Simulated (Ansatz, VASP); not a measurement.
**Co in VASP and in Ansatz**

```
CELL_PARAMETERS angstrom
2.50384 0.00000 0.00000
-1.25192 2.16839 0.00000
0.00000 0.00000 4.09020
ATOMIC_POSITIONS crystal
Co 0.33333 0.66667 0.74014
Co 0.66667 0.33333 0.25986
```

Alike in both runs: task single point; functional PBEsol; k mesh 12 × 12 × 7; occupations fermi-dirac, width 0.05 eV; collinear spin.

|  | VASP | Ansatz |
| --- | --- | --- |
| version | VASP 6.6.1 | Ansatz 0.2.0 |
| potentials or method | VASP PAW PBE potentials, release 64 (Co_sv) | Ansatz PAW |
| plane-wave cutoff (eV) | 600 | 420 |
| valence electrons in the cell | 34 | 34 |

Ansatz gave:

- gap on the k mesh at the Fermi level (eV): none
- pressure (GPa): -13.0
- traceless stress, the component that is largest in VASP (GPa): -1.77
- rms of the force components (eV/Å): 0.220
- net moment per atom (μB): 1.65
- size of the moment on the site where the two differ most (μB): 1.72

Question: Which values does VASP return?

Answer: gap on the k mesh at the Fermi level (eV): none; pressure (GPa): -16.6; traceless stress, the component that is largest in VASP (GPa): -1.78; rms of the force components (eV/Å): 0.217; net moment per atom (μB): 1.65; size of the moment on the site where the two differ most (μB): 1.71.

VASP's potentials were made for PBE, not for PBEsol. Site moments also hang on the region over which each program counts them. Atom by atom the forces differ by 0.003 eV/Å (rms over components). A gap of «none» marks a metal or a gap that the smearing closes.
